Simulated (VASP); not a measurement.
Runs of VASP 6.6.1 on Mg. The structure is that of space group P6_3/mmc (No. 194), or close to it. The cells are those of the table. 

```tsv
task	cell	k mesh	cutoff (eV)	smearing	k mesh for the DOS	occupations for the DOS	gap on the mesh (eV)	pressure (GPa)
single point	a = 3.111, b = 3.111, c = 4.979 Å, angles 90.0, 90.0, 120.0°, 2 atoms	15 × 15 × 8	520	gaussian 0.1 eV	-	-	none	4.0
relaxation of cell and atoms	relaxed from a = 3.210, b = 3.210, c = 5.138 Å, angles 90.0, 90.0, 120.0°, 2 atoms	15 × 15 × 8	600	fermi-dirac 0.15 eV	-	-	none	0.0
single point	a = 3.209, b = 3.209, c = 5.210 Å, angles 90.0, 90.0, 120.0°, 2 atoms	6 × 6 × 4	520	gaussian 0.1 eV	-	-	none	(a)
relaxation of cell and atoms	relaxed to 8.05 GPa from a = 3.023, b = 3.023, c = 4.936 Å, angles 90.0, 90.0, 120.0°, 2 atoms	15 × 15 × 8	600	fermi-dirac 0.1 eV	-	-	none	8.1
single point	a = 3.207, b = 3.207, c = 5.163 Å, angles 90.0, 90.0, 120.0°, 2 atoms	15 × 15 × 8	520	fermi-dirac 0.15 eV	-	-	none	-0.1
single point	a = 3.210, b = 3.210, c = 5.138 Å, angles 90.0, 90.0, 120.0°, 2 atoms	15 × 15 × 8	520	gaussian 0.1 eV	-	-	none	-0.1
single point	a = 3.023, b = 3.023, c = 4.936 Å, angles 90.0, 90.0, 120.0°, 2 atoms	9 × 9 × 4	520	gaussian 0.1 eV	-	-	none	8.0
relaxation of shape and atoms at fixed volume	relaxed from a = 3.111, b = 3.111, c = 4.979 Å, angles 90.0, 90.0, 120.0°, 2 atoms	15 × 15 × 8	600	gaussian 0.1 eV	-	-	none	4.0
single point	a = 3.242, b = 3.242, c = 5.189 Å, angles 90.0, 90.0, 120.0°, 2 atoms	15 × 15 × 8	520	gaussian 0.1 eV	-	-	none	-1.1
relaxation of cell and atoms	relaxed to 8.05 GPa from a = 3.209, b = 3.209, c = 5.210 Å, angles 90.0, 90.0, 120.0°, 2 atoms	9 × 9 × 4	600	gaussian 0.1 eV	-	-	none	8.1
```

Alike in all rows: level PBE; potentials or basis VASP PAW PBE potentials, release 64 (Mg); no spin polarisation.

Estimate the missing entries.

(a) -0.5.

Caveats: some runs use coarse meshes; the cell is relaxed towards a set pressure, so the enthalpy falls and the energy may rise (some runs); the relaxation stopped at its first step, so nothing moved (some runs).

A gap of «none» marks levels without a gap at the run's occupations.
